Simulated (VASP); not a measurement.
# K2YMoO6 (Fm-3m) in VASP: single point with PBE

Aim: the single point of K2YMoO6 with PBE.

Program: VASP 6.6.1. These are calculated values, not measurements. Logs are shortened: lines on timing, memory, paths and dates and some standing lists are left out, and cuts for length are marked.

**1. The cell of the first run**

It takes space group Fm-3m (No. 225, cubic). The conventional cell has a = 8.451 Å, b = 8.451 Å, c = 8.451 Å, α = 90.00°, β = 90.00°, γ = 90.00°. K (site symmetry -43m) has 12 O at 2.99 Å and 4 Y at 3.66 Å and 4 Mo at 3.66 Å within 3.9 Å. Within 3.0 Å of Y (site symmetry m-3m) lie 6 O at 2.30 Å. Mo (site symmetry m-3m) has 6 O at 1.93 Å within 2.6 Å. O (site symmetry 4mm) has 1 Mo at 1.93 Å and 1 Y at 2.30 Å within 2.6 Å.

**2. Single point, PBE**

INCAR

```
SYSTEM = K2YMoO6
PREC = Accurate
ENCUT = 600
EDIFF = 1E-6
ISMEAR = -1
SIGMA = 0.0133
LREAL = .FALSE.
LASPH = .TRUE.
NELM = 120
ALGO = Normal
ISIF = 2
LWAVE = .FALSE.
LCHARG = .TRUE.
GGA = PE
LELF = .TRUE.
LVHAR = .TRUE.
NBANDS = 50
GGA_COMPAT = .FALSE.
```

KPOINTS

```
Automatic mesh
0
G
  7 7 7
  0 0 0
```

POSCAR

```
K2YMoO6
1.0
    0.0000000000      4.2253610000      4.2253610000
    4.2253610000      0.0000000000      4.2253610000
    4.2253610000      4.2253610000      0.0000000000
K Y Mo O
2 1 1 6
Direct
    0.2500000000      0.2500000000      0.2500000000
    0.7500000000      0.7500000000      0.7500000000
    0.0000000000      0.0000000000      0.0000000000
    0.5000000000      0.5000000000      0.5000000000
    0.7281400000      0.2718600000      0.2718600000
    0.2718600000      0.7281400000      0.2718600000
    0.2718600000      0.7281400000      0.7281400000
    0.7281400000      0.2718600000      0.7281400000
    0.2718600000      0.2718600000      0.7281400000
    0.7281400000      0.7281400000      0.2718600000
```

Potentials or basis: VASP PAW PBE potentials, release 64 (K_sv, Y_sv, Mo_sv, O).

The run is started by

```
$ cat potpaw_PBE.64/K_sv/POTCAR potpaw_PBE.64/Y_sv/POTCAR potpaw_PBE.64/Mo_sv/POTCAR potpaw_PBE.64/O/POTCAR > POTCAR
$ mpirun -np 1 vasp_std > vasp.out
```

OUTCAR:

```text
SYSTEM = K2YMoO6
   PREC = Accurate
   ENCUT = 600
   EDIFF = 1E-6
   ISMEAR = -1
   LREAL = .FALSE.
   LASPH = .TRUE.
   NELM = 120
   ISIF = 2
   GGA = PE

 ion  position               nearest neighbor table
   1  0.250  0.250  0.250-   3 3.66   3 3.66   3 3.66   3 3.66
   2  0.750  0.750  0.750-   3 3.66   3 3.66   3 3.66   3 3.66
   3  0.000  0.000  0.000-   5 2.30   6 2.30   7 2.30   8 2.30   9 2.30  10 2.30   1 3.66   2 3.66
                             2 3.66   2 3.66   2 3.66   1 3.66   1 3.66   1 3.66
   4  0.500  0.500  0.500-   5 1.93   6 1.93   7 1.93   8 1.93   9 1.93  10 1.93
   5  0.728  0.272  0.272-   4 1.93   3 2.30
   6  0.272  0.728  0.272-   4 1.93   3 2.30
   7  0.272  0.728  0.728-   4 1.93   3 2.30
   8  0.728  0.272  0.728-   4 1.93   3 2.30
   9  0.272  0.272  0.728-   4 1.93   3 2.30
  10  0.728  0.728  0.272-   4 1.93   3 2.30

  LATTYP: Found a face centered cubic cell.
 ALAT       =     8.4507220000

  Lattice vectors:

 A1 = (   0.0000000000,   4.2253610000,   4.2253610000)
 A2 = (   4.2253610000,   0.0000000000,   4.2253610000)
 A3 = (   4.2253610000,   4.2253610000,   0.0000000000)

Analysis of symmetry for initial positions (statically):
=====================================================================
 Subroutine PRICEL returns:
 Original cell was already a primitive cell.

 Routine SETGRP: Setting up the symmetry group for a
 face centered cubic supercell.

 Subroutine GETGRP returns: Found 48 space group operations
 (whereof 48 operations were pure point group operations)
 out of a pool of 48 trial point group operations.

The static configuration has the point symmetry O_h .

Analysis of symmetry for dynamics (positions and initial velocities):
=====================================================================
 Subroutine PRICEL returns:
 Original cell was already a primitive cell.

 Routine SETGRP: Setting up the symmetry group for a
 face centered cubic supercell.

 Subroutine GETGRP returns: Found 48 space group operations
 (whereof 48 operations were pure point group operations)
 out of a pool of 48 trial point group operations.

The dynamic configuration has the point symmetry O_h .

 Subroutine INISYM returns: Found 48 space group operations
 (whereof 48 operations are pure point group operations),
 and found     1 'primitive' translations

----------------------------------------------------------------------------------------

                                     Primitive cell

  volume of cell :     150.8764

  direct lattice vectors                    reciprocal lattice vectors
     0.000000000  4.225361000  4.225361000    -0.118333084  0.118333084  0.118333084
     4.225361000  0.000000000  4.225361000     0.118333084 -0.118333084  0.118333084
     4.225361000  4.225361000  0.000000000     0.118333084  0.118333084 -0.118333084

  length of vectors
     5.975562832  5.975562832  5.975562832     0.204958914  0.204958914  0.204958914

  position of ions in fractional coordinates (direct lattice)
     0.250000000  0.250000000  0.250000000
     0.750000000  0.750000000  0.750000000
     0.000000000  0.000000000  0.000000000
     0.500000000  0.500000000  0.500000000
     0.728140000  0.271860000  0.271860000
     0.271860000  0.728140000  0.271860000
     0.271860000  0.728140000  0.728140000
     0.728140000  0.271860000  0.728140000
     0.271860000  0.271860000  0.728140000
     0.728140000  0.728140000  0.271860000

  ion indices of the primitive-cell ions
   primitive index   ion index
                 1           1
                 2           2
                 3           3
                 4           4
                 5           5
                 6           6
                 7           7
                 8           8
                 9           9
                10          10

----------------------------------------------------------------------------------------

 KPOINTS: Automatic mesh

Automatic generation of k-mesh.
 Grid dimensions read from file:
 generate k-points for:    7    7    7

 Generating k-lattice:

  Cartesian coordinates                     Fractional coordinates (reciprocal lattice)
    -0.016904726  0.016904726  0.016904726     0.142857143  0.000000000  0.000000000
     0.016904726 -0.016904726  0.016904726     0.000000000  0.142857143  0.000000000
     0.016904726  0.016904726 -0.016904726     0.000000000  0.000000000  0.142857143

  Length of vectors
     0.029279845  0.029279845  0.029279845

  Shift w.r.t. Gamma in fractional coordinates (k-lattice)
     0.000000000  0.000000000  0.000000000

 Subroutine IBZKPT returns following result:
 ===========================================

 Found     20 irreducible k-points:

 Following reciprocal coordinates:
            Coordinates               Weight
  0.000000  0.000000  0.000000      1.000000
  0.142857  0.000000  0.000000      8.000000
  0.285714  0.000000  0.000000      8.000000
  0.428571  0.000000  0.000000      8.000000
  0.142857  0.142857  0.000000      6.000000
  0.285714  0.142857  0.000000     24.000000
[... 12 lines left out ...]
 -0.428571  0.428571  0.142857     24.000000
 -0.285714  0.428571  0.142857     24.000000
   k-points           NKPTS =     20   k-points in BZ     NKDIM =     20   number of bands    NBANDS=     50
   number of dos      NEDOS =    301   number of ions     NIONS =     10
   total plane-waves  NPLWV = 110592
   dimension x,y,z NGX =    48 NGY =   48 NGZ =   48
   dimension x,y,z NGXF=    96 NGYF=   96 NGZF=   96
   ions per type =               2   1   1   6
   NGX,Y,Z   is equivalent  to a cutoff of  13.35, 13.35, 13.35 a.u.
   NGXF,Y,Z  is equivalent  to a cutoff of  26.71, 26.71, 26.71 a.u.
 SYSTEM =  K2YMoO6
   PREC   = accura    normal or accurate (medium, high low for compatibility)
   ISTART =      0    job   : 0-new  1-cont  2-samecut
   ICHARG =      2    charge: 1-file 2-atom 10-const
   ISPIN  =      1    spin polarized calculation?
   LNONCOLLINEAR =      F non collinear calculations
   LSORBIT =      F    spin-orbit coupling
   LASPH  =      T    aspherical Exc in radial PAW
   ENCUT  =  600.0 eV  44.10 Ry    6.64 a.u.  11.93 11.93 11.93*2*pi/ulx,y,z
   NELM   =    120;   NELMIN=  2; NELMDL= -5     # of ELM steps
   EDIFF  = 0.1E-05   stopping-criterion for ELM
   LREAL  =      F    real-space projection
[... 7 lines left out ...]
   TEBEG  =    0.0;   TEEND  =   0.0 temperature during run
   PSTRESS=    0.0 pullay stress
   NELECT =      79.0000    total number of electrons
   NUPDOWN=      -1.0000    fix difference up-down
   EMIN   =  10.00;   EMAX   =-10.00  energy-range for DOS
   EFERMI =   0.00;   METHOD = LEGACY
   ISMEAR =    -1;   SIGMA  =   0.01  broadening in eV -4-tet -1-fermi 0-gaus
   EFERMI_NEDOS =   21; number of points for ismear=-14 and -15
   IALGO  =     38    algorithm
   IMIX   =      4    mixing-type and parameters
     AMIX     =   0.40;   BMIX     =  1.00
     AMIX_MAG =   1.60;   BMIX_MAG =  1.00
  volume/ion in A,a.u.               =      15.09       101.82
  Fermi-wavevector in a.u.,A,eV,Ry     =   1.319502  2.493497 23.688906  1.741085
  Thomas-Fermi vector in A             =   2.449396
   LORBIT       =      0    0 simple, 1 ext, 2 COOP (PROOUT), +10 PAW based schemes
   GGA     = PE    functional components
   LHFCALC =     F    Hartree Fock is set to
   AEXX    =    0.0000 exact exchange contribution
   IVDW    =     0    specifies the selected vdW correction
   LEPSILON=     F    determine dielectric tensor
   LRPA    =     F    only Hartree local field effects (RPA)
 non-spin polarized calculation
  energy-cutoff  :      600.00
  volume of cell :      150.88
 maximum number of plane-waves:      5053
   NGX = 23   NGY = 23   NGZ = 23

 number of electron      79.0000022 magnetization

 Free energy of the ion-electron system (eV)
  ---------------------------------------------------
  ext. energy  EPLUGINS =         0.00000000
  ---------------------------------------------------
  free energy    TOTEN  =       -71.51234802 eV

  energy without entropy =      -71.50820445  energy(sigma->0) =      -71.51027623

 E-fermi :   1.1748     XC(G=0):  -9.8584

 val. band max:        1.1581771179   @ k =  -0.1429   0.1429   0.0000
 cond. band min:       1.1759948694   @ k =   0.2857   0.0000   0.0000
 fundamental gap:      0.0178177515
 Fermi energy:         1.1747504289

 k-point     1 :       0.0000    0.0000    0.0000
  band No.  band energies     occupation
      1     -60.3939      2.00000
      2     -38.9390      2.00000
      3     -34.4818      2.00000
      4     -34.4818      2.00000
      5     -34.4818      2.00000
      6     -26.5428      2.00000
[... 42 lines left out ...]
     49       7.8346      0.00000
     50       9.1478      0.00000

 k-point     2 :       0.1429    0.0000    0.0000
  band No.  band energies     occupation
      1     -60.3939      2.00000
      2     -38.9390      2.00000
      3     -34.4819      2.00000
      4     -34.4818      2.00000
      5     -34.4818      2.00000
      6     -26.5416      2.00000
[... 42 lines left out ...]
     49       7.7526      0.00000
     50       9.2932      0.00000

 k-point     3 :       0.2857    0.0000    0.0000
  band No.  band energies     occupation
      1     -60.3939      2.00000
      2     -38.9390      2.00000
      3     -34.4819      2.00000
      4     -34.4819      2.00000
      5     -34.4819      2.00000
      6     -26.5382      2.00000
[... 890 lines left out ...]
     49       9.3133      0.00000
     50       9.8855      0.00000

 k-point    20 :      -0.2857    0.4286    0.1429
  band No.  band energies     occupation
      1     -60.3939      2.00000
      2     -38.9389      2.00000
      3     -34.4820      2.00000
      4     -34.4820      2.00000
      5     -34.4819      2.00000
      6     -26.5313      2.00000
[... 42 lines left out ...]
     49       9.8085      0.00000
     50       9.9832      0.00000

------------------------ aborting loop because EDIFF is reached ----------------------------------------

  FORCE on cell =-STRESS in cart. coord.  units (eV):
  Direction    XX          YY          ZZ          XY          YZ          ZX
  --------------------------------------------------------------------------------------
  -------------------------------------------------------------------------------------
  Total       -2.0433244     -2.0433244     -2.0433244     -0.0000000      0.0000000     -0.0000000
  in kB      -21.6983366    -21.6983366    -21.6983366     -0.0000000      0.0000000     -0.0000000
  external PRESSURE =     -21.6983366 kB  Pullay stress =       0.0000000 kB

 VOLUME and BASIS-vectors are now :
 -----------------------------------------------------------------------------
  energy-cutoff  :      600.00
  volume of cell :      150.88
      direct lattice vectors                 reciprocal lattice vectors
     0.000000000  4.225361000  4.225361000    -0.118333084  0.118333084  0.118333084
     4.225361000  0.000000000  4.225361000     0.118333084 -0.118333084  0.118333084
     4.225361000  4.225361000  0.000000000     0.118333084  0.118333084 -0.118333084

 POSITION                                       TOTAL-FORCE (eV/Angst)
 -----------------------------------------------------------------------------------
      2.11268      2.11268      2.11268         0.000000      0.000000      0.000000
      6.33804      6.33804      6.33804         0.000000      0.000000      0.000000
      0.00000      0.00000      0.00000         0.000000      0.000000      0.000000
      4.22536      4.22536      4.22536         0.000000      0.000000      0.000000
      2.29741      4.22536      4.22536        -0.359733      0.000000      0.000000
      4.22536      2.29741      4.22536         0.000000     -0.359733      0.000000
      6.15331      4.22536      4.22536         0.359733      0.000000      0.000000
      4.22536      6.15331      4.22536         0.000000      0.359733      0.000000
      4.22536      4.22536      2.29741         0.000000      0.000000     -0.359733
      4.22536      4.22536      6.15331         0.000000      0.000000      0.359733
 -----------------------------------------------------------------------------------
    total drift:                               -0.000000     -0.000000      0.000000

  FREE ENERGIE OF THE ION-ELECTRON SYSTEM (eV)
  ---------------------------------------------------
  free  energy   TOTEN  =       -71.5123480205 eV

  energy  without entropy=      -71.5082044458  energy(sigma->0) =      -71.51027623
```

Run time: 5.1 min. Hardware: 1 thread of AMD EPYC 7R43 (Zen 3), shared host; peak memory 0.4 GiB.

What came out:

```
Free energy            : -71.5123 eV
Pressure               : -2.2 GPa
Largest force          : 0.360 eV/Å
Band gap on the k mesh : zero (an odd number of electrons rules out a gap without spin polarisation)
```

Forces on the atoms (eV/Å):
```
K    0.000  0.000  0.000
K    0.000  0.000  0.000
Y    0.000  0.000  0.000
Mo   0.000  0.000  0.000
O   -0.360  0.000  0.000
O    0.000 -0.360  0.000
O    0.360  0.000  0.000
O    0.000  0.360  0.000
O    0.000  0.000 -0.360
O    0.000  0.000  0.360
```

Caveat: an odd number of electrons without spin polarisation forces a metal; a magnetic or distorted state may lie lower.
